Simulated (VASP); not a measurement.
Write the native input for VASP 6.6.1 that does the following.

- Task: density of states
- Functional: PBE
- Potentials or basis: VASP PAW PBE potentials, release 64 (Sn_d, Ti_sv)
- Cutoff: 400 eV
- k mesh: 15 × 15 × 10
- Occupations: gaussian, width 0.1 eV
- Spin: no spin polarisation
- Dipole correction: no
- k mesh for the DOS: 23 × 23 × 15
- Occupations for the DOS: tetrahedron
- Further INCAR settings: ALGO = Normal; EDIFF = 1e-06; NBANDS = 20

Crystal: TiSn (alt).

```
CELL_PARAMETERS angstrom
3.16981 0.00000 0.00000
-1.58490 2.74513 0.00000
0.00000 0.00000 4.61170
ATOMIC_POSITIONS crystal
Sn 0.33333 0.66667 0.25000
Ti 0.66667 0.33333 0.75000
```

One way to write it, as run:

POSCAR

```
TiSn
1.0
    3.1698059191      0.0000000000      0.0000000000
   -1.5849029595      2.7451324510      0.0000000000
    0.0000000000      0.0000000000      4.6116952457
Sn Ti
1 1
Direct
    0.3333333333      0.6666666667      0.2500000000
    0.6666666667      0.3333333333      0.7500000000
```

INCAR.step1

```
  PREC = Accurate
  ENCUT = 400
  EDIFF = 1E-6
  ISMEAR = 0
  SIGMA = 0.1
  LREAL = F
  LASPH = T
  NELM = 120
  ALGO = Normal
  ISIF = 2
  LWAVE = F
  LCHARG = T
  LMAXMIX = 4
  GGA = PE
  NBANDS = 20
  GGA_COMPAT = F
  NEDOS = 2001
  LORBIT = 11
```

KPOINTS.step1

```
regular mesh
0
Gamma
  15 15 10
```

INCAR.step2

```
  PREC = Accurate
  ENCUT = 400
  EDIFF = 1E-6
  ISMEAR = -5
  SIGMA = 0.1
  LREAL = F
  LASPH = T
  NELM = 120
  ALGO = Normal
  ISIF = 2
  LWAVE = F
  LCHARG = F
  LMAXMIX = 4
  GGA = PE
  LORBIT = 11
  NBANDS = 20
  NEDOS = 2001
  ICHARG = 11
  GGA_COMPAT = F
```

KPOINTS.step2

```
regular mesh
0
Gamma
  23 23 15
```

Potentials or basis: VASP PAW PBE potentials, release 64 (Sn_d, Ti_sv).

Command:

```bash
$ cat potpaw_PBE.64/Sn_d/POTCAR potpaw_PBE.64/Ti_sv/POTCAR > POTCAR
$ cp INCAR.step1 INCAR
$ cp KPOINTS.step1 KPOINTS
$ mpirun -np 1 vasp_std > vasp.out
$ cp INCAR.step2 INCAR
$ cp KPOINTS.step2 KPOINTS
$ mpirun -np 1 vasp_std > vasp.out
```

Results of the run:

The valence electrons inside the program's atomic spheres are Sn 12.42; Ti 10.15.

Caveat: spin-orbit coupling is left out, which moves the levels of the heavy elements.

Wall time 2.1 min on 1 thread of AMD EPYC 9R45 96-Core Processor (Zen 5), on a shared host, peak memory 0.33 GiB.
